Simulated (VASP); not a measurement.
Write the native input for VASP 6.6.1 that does the following.

```
Task                   : electric field gradients
Functional             : LDA
Potentials or basis    : VASP PAW LDA potentials, release 64 (Ag, Cl)
Cutoff                 : 520 eV
k mesh                 : 8 × 8 × 8
Occupations            : fermi-dirac, width 0.02 eV
Spin                   : no spin polarisation
Dipole correction      : no
Further INCAR settings : ALGO = Normal; EDIFF = 1e-08; NBANDS = 16
```

The structure of AgCl lies in POSCAR:

```
AgCl
1.0
    0.0000000000      2.7356704056      2.7356704056
    2.7356704056      0.0000000000      2.7356704056
    2.7356704056      2.7356704056      0.0000000000
Ag Cl
1 1
Direct
    0.5000000000      0.5000000000      0.5000000000
    0.0000000000      0.0000000000      0.0000000000
```

This cell differs from its parent crystal: volume scaled by 0.96.

The input as run:

INCAR

```
PREC = Accurate
ENCUT = 520
EDIFF = 1E-8
ISMEAR = -1
SIGMA = 0.02
LREAL = False
LASPH = True
NELM = 100
ALGO = Normal
ISIF = 2
LWAVE = False
LCHARG = False
LEFG = True
NBANDS = 16
```

KPOINTS

```
Automatic mesh
0
Gamma
  8 8 8
```

Potentials or basis: VASP PAW LDA potentials, release 64 (Ag, Cl).

The run is started by

```sh
$ cat potpaw_LDA.64/Ag/POTCAR potpaw_LDA.64/Cl/POTCAR > POTCAR
$ mpirun -np 1 vasp_std > vasp.out
```

Results of the run:

* Pressure: -3.8 GPa
* Band gap on the k mesh: 0.64 eV, indirect (least direct gap 3.11 eV)

Caveat: without QUAD_EFG the Cq values of the log hold for a quadrupole moment of 1 mb, not for the nuclei.

Wall time 17 s on 1 thread of Intel(R) Xeon(R) Platinum 8259CL CPU @ 2.50GHz (Skylake/Cascade Lake), on a shared host, peak memory 0.15 GiB.
